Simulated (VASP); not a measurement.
Set up this calculation in VASP 6.6.1, as the native input.

- Task: electric field gradients
- Functional: PBE
- Potentials or basis: VASP PAW PBE potentials, release 64 (Hf_pv, B)
- Cutoff: 520 eV
- k mesh: 13 × 13 × 13
- Occupations: fermi-dirac, width 0.05 eV
- Spin: no spin polarisation
- Dipole correction: no
- Further INCAR settings: ALGO = Normal; EDIFF = 1e-08; NBANDS = 14

The structure of HfB lies in POSCAR:

```
HfB
1.0
    0.0000000000      2.3100000000      2.3100000000
    2.3100000000      0.0000000000      2.3100000000
    2.3100000000      2.3100000000      0.0000000000
Hf B
1 1
Direct
    0.5000000000      0.5000000000      0.5000000000
    0.0000000000      0.0000000000      0.0000000000
```

The input as run:

INCAR

```
ALGO     = Normal         # electronic algorithm
EDIFF    = 1E-8           # SCF threshold, eV
ENCUT    = 520            # plane-wave cutoff, eV
GGA      = PE             # functional
ISIF     = 2              # what is computed and relaxed
ISMEAR   = -1             # smearing method
LASPH    = T              # aspherical terms in the spheres
LCHARG   = F              # write CHGCAR
LEFG     = T            
LREAL    = F              # projectors in reciprocal space
LWAVE    = F              # write WAVECAR
NBANDS   = 14             # bands
NELM     = 80             # most SCF steps
PREC     = Accurate       # precision mode
SIGMA    = 0.05           # smearing width, eV
```

KPOINTS

```
k-points
0
Gamma
  13 13 13
```

Potentials or basis: VASP PAW PBE potentials, release 64 (Hf_pv, B).

Launch:

```bash
$ cat potpaw_PBE.64/Hf_pv/POTCAR potpaw_PBE.64/B/POTCAR > POTCAR
$ mpirun -np 1 vasp_std > vasp.out
```

Results of the run:

```
Pressure : 30.6 GPa
```

Caveat: without QUAD_EFG the Cq values of the log hold for a quadrupole moment of 1 mb, not for the nuclei.

Run time: 34 s on 1 thread of Intel Xeon 8259CL (shared host), peak memory 0.16 GiB.
